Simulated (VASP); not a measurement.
## TaSi2: single point with PBE

The system is TaSi2.

```
Ta Si
1.0
     0.00000    2.95986    2.95986
     2.95986    0.00000    2.95986
     2.95986    2.95986    0.00000
Ta Si
1 2
Direct
  0.25000 0.25000 0.25000
  0.75000 0.75000 0.75000
  0.50000 0.50000 0.50000
```

```
Program             : VASP 6.6.1
Task                : single point
Functional          : PBE
Potentials or basis : VASP PAW PBE potentials, release 64 (Ta_pv, Si)
Cutoff              : 500 eV
k mesh              : 6 × 6 × 6
Occupations         : gaussian, width 0.2 eV
Spin                : no spin polarisation
```

The pressure is -0.2 GPa.

Levels at points of the mesh, in eV from the Fermi level:
```
           k point  band 7  band 8  band 9  band 10  band 11  band 12  band 13  band 14
(0.00, 0.00, 0.00)   -3.25   -0.59   -0.59    -0.49    -0.36    -0.36    -0.36     4.72
(0.50, 0.00, 0.00)   -4.09   -1.49   -0.20    -0.20     1.32     2.19     2.19     5.41
(0.50, 0.50, 0.00)   -3.69   -2.88   -1.83     0.62     0.89     0.89     3.39     6.47
```

Wall time 18 s on 1 thread of Intel Xeon 8259CL, with other jobs on the host, peak memory 0.17 GiB.

Caveat: spin-orbit coupling is left out, which moves the levels of the heavy elements.
